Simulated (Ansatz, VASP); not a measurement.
## One calculation of AgCl, two programs

```xyz
2
Lattice="0.0000 2.8078 2.8078 2.7731 0.0347 2.7731 2.7731 2.7731 0.0347" Properties=species:S:1:pos:R:3 pbc="T T T"
Ag    2.7731    2.8078    2.8078
Cl    0.0000    0.0000    0.0000
```

Change from the starting cell: strain +0.0250 x Voigt [0, 0, 0, 1, 0, 0], atoms carried along.

Alike in both runs: task single point; functional r2SCAN; k mesh 8 × 8 × 8; occupations gaussian, width 0.05 eV; no spin polarisation.

|  | VASP | Ansatz |
| --- | --- | --- |
| version | VASP 6.6.1 | Ansatz 0.2.0 |
| potentials or method | VASP PAW PBE potentials, release 64 (Ag, Cl), cutoff 550 eV | scalar-relativistic, plane waves, PAW |
| valence electrons in the cell | 18 | 26 |

VASP gave:

```
gap on the k mesh at the Fermi level (eV)                     : 1.40
least direct gap on the mesh (eV)                             : 3.68
pressure (GPa)                                                : -0.1
traceless stress, the component that is largest in VASP (GPa) : -0.14
```

Task: What did Ansatz give for the same quantities?

Result: gap on the k mesh at the Fermi level (eV): 1.45; least direct gap on the mesh (eV): 3.72; pressure (GPa): 0.0; traceless stress, the component that is largest in VASP (GPa): -0.14.

VASP's potentials were made for PBE, not for r2SCAN. VASP's potentials hold 18 valence electrons a cell and Ansatz's 26, so a difference there can come from the potentials and not from the codes.
